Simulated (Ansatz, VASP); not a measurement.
## One calculation of SnO, two programs

File INCAR:

```
ALGO = Normal
DIPOL = 0.5 0.5 0.394
EDIFF = 1E-6
ENCUT = 520
GGA = PE
IDIPOL = 3
ISIF = 2
ISMEAR = 0
IVDW = 12
LASPH = True
LCHARG = False
LDIPOL = True
LREAL = False
LWAVE = False
NBANDS = 50
NELM = 80
PREC = Accurate
SIGMA = 0.05
```

The input KPOINTS:

```
k-points
0
Gamma
  7 7 1
```

The input POSCAR:

```
SnO
1.0
    3.8201636883      0.0000000000      0.0000000000
    0.0000000000      3.8201636883      0.0000000000
    0.0000000000      0.0000000000     22.2260802162
Sn O
4 4
Direct
    0.7500000000      0.2500000000      0.2024648501
    0.2500000000      0.7500000000      0.3087831971
    0.3750000000      0.8750000000      0.4797535150
    0.8750000000      0.3750000000      0.5860718620
    0.2500000000      0.2500000000      0.2556240236
    0.7500000000      0.7500000000      0.2556240236
    0.8750000000      0.8750000000      0.5329126885
    0.3750000000      0.3750000000      0.5329126885
```

Input for Ansatz:

```yaml
crystal:
  lattice:
    - [3.8201636883, 0.0, 0.0]
    - [0.0, 3.8201636883, 0.0]
    - [0.0, 0.0, 22.2260802162]
  atoms:
    - { symbol: Sn, position: [0.75, 0.25, 0.2024648501] }
    - { symbol: O, position: [0.25, 0.25, 0.2556240236] }
    - { symbol: O, position: [0.75, 0.75, 0.2556240236] }
    - { symbol: Sn, position: [0.25, 0.75, 0.3087831971] }
    - { symbol: Sn, position: [0.375, 0.875, 0.479753515] }
    - { symbol: O, position: [0.875, 0.875, 0.5329126885] }
    - { symbol: O, position: [0.375, 0.375, 0.5329126885] }
    - { symbol: Sn, position: [0.875, 0.375, 0.586071862] }
basis:
  ecutwfc: 420
kpoints:
  mp_grid: { grid: [7, 7, 1] }
hamiltonian:
  xc: pbe
  pseudopotentials: { kind: paw, azcp: { folder: soft_1 } }
  dispersion: d3bj
scf:
  occupations: { method: gaussian, width: 0.05 }
output:
  forces: true
  eigenvalues: true
efield:
  axis: 3
  dipole_correction: true
  ramp_width: 0.04
```

Alike in both runs: task single point; functional PBE; dispersion D3(BJ); k mesh 7 × 7 × 1; occupations gaussian, width 0.05 eV; no spin polarisation.

|  | VASP | Ansatz |
| --- | --- | --- |
| version | VASP 6.6.1 | Ansatz 0.2.0 |
| potentials or method | VASP PAW PBE potentials, release 64 (Sn_d, O), cutoff 520 eV | scalar-relativistic, plane waves, PAW |
| valence electrons in the cell | 80 | 80 |

|  | VASP | Ansatz | Ansatz less VASP |
| --- | --- | --- | --- |
| gap on the k mesh at the Fermi level (eV) | 2.10 | 2.11 | +0.007 |
| least direct gap on the mesh (eV) | 2.36 | 2.37 | +0.010 |
| rms of the force components (eV/Å) | 0.055 | 0.074 | +0.0192 |
